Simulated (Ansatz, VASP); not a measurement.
## One calculation of Ag, two programs

The input INCAR:

```
SYSTEM = Ag
  PREC = Accurate
  ENCUT = 600
  EDIFF = 1E-6
  ISMEAR = 0
  SIGMA = 0.1
  LREAL = .FALSE.
  LASPH = .TRUE.
  NELM = 80
  ALGO = Fast
  ISIF = 3
  LWAVE = .FALSE.
  LCHARG = .FALSE.
  GGA = PE
  IBRION = 2
  NSW = 100
  EDIFFG = -0.01
```

KPOINTS

```
Automatic mesh
0
G
  26 26 26
  0 0 0
```

File POSCAR:

```
Ag
1.0
   -1.4761746125      1.4761746125      2.0587295265
    1.4761746125     -1.4761746125      2.0587295265
    1.4761746125      1.4761746125     -2.0587295265
Ag
1
Direct
    0.0000000000      0.0000000000      0.0000000000
```

Input for Ansatz:

```yaml
crystal:
  lattice:
    - [-1.4761746125, 1.4761746125, 2.0587295265]
    - [1.4761746125, -1.4761746125, 2.0587295265]
    - [1.4761746125, 1.4761746125, -2.0587295265]
  atoms:
    - { symbol: Ag, position: [0.0, 0.0, 0.0] }
basis:
  ecutwfc: 420
kpoints:
  mp_grid: { grid: [26, 26, 26] }
hamiltonian:
  xc: pbe
scf:
  occupations: { method: gaussian, width: 0.1 }
output:
  forces: true
  stress: true
  eigenvalues: true
relax:
  adjacent_minimum: "off"
  f_tol: 0.01
  max_steps: 80
  cell: { stress_tol: 0.05 }
```

Alike in both runs: task relaxation of cell and atoms; functional PBE; k mesh 26 × 26 × 26; occupations gaussian, width 0.1 eV; no spin polarisation.

|  | VASP | Ansatz |
| --- | --- | --- |
| version | VASP 6.6.1 | Ansatz 0.2.0 |
| potentials or method | VASP PAW PBE potentials, release 64 (Ag), cutoff 600 eV | scalar-relativistic, plane waves, PAW |
| valence electrons in the cell | 11 | 19 |

|  | VASP | Ansatz | Ansatz less VASP |
| --- | --- | --- | --- |
| gap on the k mesh at the Fermi level, each at its own relaxed structure (eV) | none | none | - |
| relaxed volume (Å³/atom) | 17.81 | 17.83 | +0.022 |
| relaxed length of the cell vector where the two differ most in proportion (Å) | 2.932 | 2.932 | +0.0007 |

A gap of «none» marks a metal or a gap that the smearing closes. VASP's potentials hold 11 valence electrons a cell and Ansatz's 19, so a difference there can come from the potentials and not from the codes.
